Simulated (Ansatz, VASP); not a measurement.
**Two plane-wave programs on HfH5**

```
CELL_PARAMETERS angstrom
3.73994 0.00000 0.00000
-1.86997 3.23888 0.00000
0.00000 0.00000 5.06074
ATOMIC_POSITIONS crystal
Hf 0.00000 0.00000 0.00000
H 0.66667 0.33333 0.81832
H 0.66667 0.33333 0.18168
H 0.76764 0.23236 0.00000
H 0.76764 0.53528 0.00000
H 0.46472 0.23236 0.00000
```

Alike in both runs: task single point; functional PBE; k mesh 6 × 6 × 4; occupations gaussian, width 0.1 eV; no spin polarisation.

|  | VASP | Ansatz |
| --- | --- | --- |
| version | VASP 6.6.1 | Ansatz 0.2.0 |
| potentials or method | VASP PAW PBE potentials, release 64 (Hf_pv, H), cutoff 520 eV | scalar-relativistic, plane waves, PAW |
| valence electrons in the cell | 15 | 31 |

|  | VASP | Ansatz | Ansatz less VASP |
| --- | --- | --- | --- |
| gap on the k mesh at the Fermi level (eV) | none | none | - |
| rms of the force components (eV/Å) | 0.825 | 0.802 | -0.0229 |

Atom by atom the forces differ by 0.040 eV/Å (rms over components). A gap of «none» marks a metal or a gap that the smearing closes. VASP's potentials hold 15 valence electrons a cell and Ansatz's 31, so a difference there can come from the potentials and not from the codes.

Spin-orbit coupling is off throughout.
